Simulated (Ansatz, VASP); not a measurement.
**Two plane-wave programs on Ca**

```
Ca
1.0
     0.00000    2.76240    2.76240
     2.76240    0.00000    2.76240
     2.76240    2.76240    0.00000
Ca
1
Direct
  0.00000 0.00000 0.00000
```

Alike in both runs: task single point; functional r2SCAN; k mesh 14 × 14 × 14; occupations gaussian, width 0.1 eV; no spin polarisation.

|  | VASP | Ansatz |
| --- | --- | --- |
| version | VASP 6.6.1 | Ansatz 0.2.0 |
| potentials or method | VASP PAW PBE potentials, release 64 (Ca_sv), cutoff 520 eV | scalar-relativistic, plane waves, PAW |
| valence electrons in the cell | 10 | 10 |

Ansatz gave:

```
gap on the k mesh at the Fermi level (eV) : none
pressure (GPa)                            : 0.4
```

Task: Which values does VASP return?

Result: gap on the k mesh at the Fermi level (eV): none; pressure (GPa): 0.5.

VASP's potentials were made for PBE, not for r2SCAN. A gap of «none» marks a metal or a gap that the smearing closes. With one functional, cell and mesh, what is left measures potentials, basis and numerics.
